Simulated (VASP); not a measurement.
Here is a VASP 6.6.1 calculation.

The input INCAR:

```
PREC     = Accurate       # precision mode
ENCUT    = 520            # plane-wave cutoff, eV
EDIFF    = 1E-6           # SCF threshold, eV
ISMEAR   = 0              # smearing method
SIGMA    = 0.15           # smearing width, eV
LREAL    = False          # projectors in reciprocal space
LASPH    = True           # aspherical terms in the spheres
NELM     = 100            # most SCF steps
ALGO     = Normal         # electronic algorithm
ISIF     = 2              # what is computed and relaxed
LWAVE    = False          # write WAVECAR
LCHARG   = False          # write CHGCAR
GGA      = PS             # functional
NBANDS   = 28             # bands
```

Contents of KPOINTS:

```
Automatic mesh
0
Gamma
  18 18 8
```

POSCAR

```
V2N3
1.0
    2.7797869938      0.0000000000      0.0000000000
   -1.3898934969      2.4073661537      0.0000000000
    0.0000000000      0.0000000000      6.1963538749
V N
2 3
Direct
    0.6666666667      0.3333333333      0.3021155180
    0.3333333333      0.6666666667      0.6978844820
    0.0000000000      0.0000000000      0.5020173154
    0.0000000000      0.0000000000      0.1094572269
    0.0000000000      0.0000000000      0.8945774039
```

Potentials or basis: VASP PAW PBE potentials, release 64 (V_sv, N).

Run with:

```console
$ cat potpaw_PBE.64/V_sv/POTCAR potpaw_PBE.64/N/POTCAR > POTCAR
$ mpirun -np 1 vasp_std > vasp.out
```

**Question.** Predict the pressure.

**Answer.** 0.9 GPa.

**Question.** Estimate the largest force.

**Answer.** 0.378 eV/Å.

Forces on the atoms (eV/Å):
```
V    0.000  0.000  0.327
V    0.000  0.000  0.378
N    0.000  0.000 -0.201
N    0.000  0.000 -0.175
N    0.000  0.000 -0.328
```

Caveat: the cell differs from its parent crystal (all N atoms moved +0.013 Å, as atom 3 along Cartesian [0 0 1]); the PAW data sets were made with another functional, which shifts forces and pressure a little; the run has no spin polarisation, though such a crystal can be magnetic.
